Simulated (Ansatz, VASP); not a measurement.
BiO: VASP beside Ansatz

```xyz
4
Lattice="4.2978 0.0000 0.0000 0.0000 4.2978 0.0000 0.0000 0.0000 6.1428" Properties=species:S:1:pos:R:3 pbc="T T T"
Bi    2.1489    0.0000    3.0714
Bi    0.0000    2.1489    0.0000
O     0.0000    0.0000    3.0714
O     0.0000    0.0000    0.0000
```

Alike in both runs: functional PBE; k mesh 5 × 5 × 3; occupations gaussian, width 0.2 eV; no spin polarisation.

Ansatz relaxed the structure, and its values are those at the end. VASP's run is a single point on that final structure, the one shown.

|  | VASP | Ansatz |
| --- | --- | --- |
| version | VASP 6.6.1 | Ansatz 0.2.0 |
| potentials or method | VASP PAW PBE potentials, release 64 (Bi_d, O), cutoff 600 eV | scalar-relativistic, plane waves, PAW |
| valence electrons in the cell | 42 | 42 |

|  | VASP | Ansatz | Ansatz less VASP |
| --- | --- | --- | --- |
| gap on the k mesh at the Fermi level (eV) | none | none | - |
| pressure (GPa) | 0.6 | 0.5 | -0.07 |

A gap of «none» marks a metal or a gap that the smearing closes.

Neither program's run includes spin-orbit coupling.
